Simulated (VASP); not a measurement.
Wanted: the native input for a VASP 6.6.1 run.

```
Task                   : single point
Functional             : PBE
Potentials or basis    : VASP PAW PBE potentials, release 64 (B, P, Al)
Cutoff                 : 520 eV
k mesh                 : 4 × 4 × 2
Occupations            : gaussian, width 0.01 eV
Spin                   : no spin polarisation
Dipole correction      : no
Further INCAR settings : ALGO = Normal; EDIFF = 1e-06; NBANDS = 16
```

The structure of AlBP2 lies in POSCAR:

```
AlBP2
1.0
    3.3715961839      0.0000000000      0.0000000000
    0.0000000000      3.3715961839      0.0000000000
    0.0000000000      0.0000000000      5.0336517184
B P Al
1 2 1
Direct
    0.0000000000      0.0000000000      0.0000000000
    0.0000000000      0.5000000000      0.2091361162
    0.5000000000      0.0000000000      0.7908638838
    0.5000000000      0.5000000000      0.5000000000
```

This cell differs from its parent crystal: volume changed by -10%.

One way to write it, as run:

INCAR

```
SYSTEM = AlBP2
PREC     = Accurate       ! precision mode
ENCUT    = 520            ! plane-wave cutoff, eV
EDIFF    = 1E-6           ! SCF threshold, eV
ISMEAR   = 0              ! smearing method
SIGMA    = 0.01           ! smearing width, eV
LREAL    = .FALSE.        ! projectors in reciprocal space
LASPH    = .TRUE.         ! aspherical terms in the spheres
NELM     = 60             ! most SCF steps
ALGO     = Normal         ! electronic algorithm
ISIF     = 2              ! what is computed and relaxed
LWAVE    = .FALSE.        ! write WAVECAR
LCHARG   = .FALSE.        ! write CHGCAR
GGA      = PE             ! functional
NBANDS   = 16             ! bands
```

KPOINTS

```
Automatic mesh
0
G
  4 4 2
  0 0 0
```

Potentials or basis: VASP PAW PBE potentials, release 64 (B, P, Al).

Command:

```console
$ cat potpaw_PBE.64/B/POTCAR potpaw_PBE.64/P/POTCAR potpaw_PBE.64/Al/POTCAR > POTCAR
$ mpirun -np 1 vasp_std > vasp.out
```

Results of the run:

```
Pressure               : 16.7 GPa
Largest force          : 0.497 eV/Å
Band gap on the k mesh : 0.53 eV, direct
```

Caveat: the k points lie up to 0.62 Å⁻¹ apart.

It took 13 s on 1 thread of Intel Xeon 6975P-C, on a shared host, peak memory 0.17 GiB.
